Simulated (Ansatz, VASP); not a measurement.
# Ti2GaS3 in VASP and in Ansatz

```
Ti Ga S
1.0
     3.32538    0.00000    0.00000
    -1.66269    2.87987    0.00000
     0.00000    0.00000   10.82317
Ti Ga S
2 1 3
Direct
  0.00000 0.00000 0.34857
  0.00000 0.00000 0.65143
  0.00000 0.00000 0.00000
  0.33333 0.66667 0.21128
  0.33333 0.66667 0.50000
  0.33333 0.66667 0.78872
```

Alike in both runs: task relaxation of cell and atoms; functional PBE; k mesh 12 × 12 × 4; occupations gaussian, width 0.1 eV; no spin polarisation.

```csv
,VASP,Ansatz
version,VASP 6.6.1,Ansatz 0.2.0
potentials or method,"VASP PAW PBE potentials, release 64 (Ti_sv, Ga_d, S), cutoff 600 eV","scalar-relativistic, plane waves, PAW"
valence electrons in the cell,55,55
```

VASP gave:

```
gap on the k mesh at the Fermi level, each at its own relaxed structure (eV) : none
relaxed volume (Å³/atom)                                                     : 17.28
relaxed cell length with the largest relative difference (Å)                 : 10.824
```

Q: What did Ansatz give for the same quantities?

A: gap on the k mesh at the Fermi level, each at its own relaxed structure (eV): none; relaxed volume (Å³/atom): 17.27; relaxed cell length with the largest relative difference (Å): 10.820.

A gap of «none» marks a metal or a gap that the smearing closes.
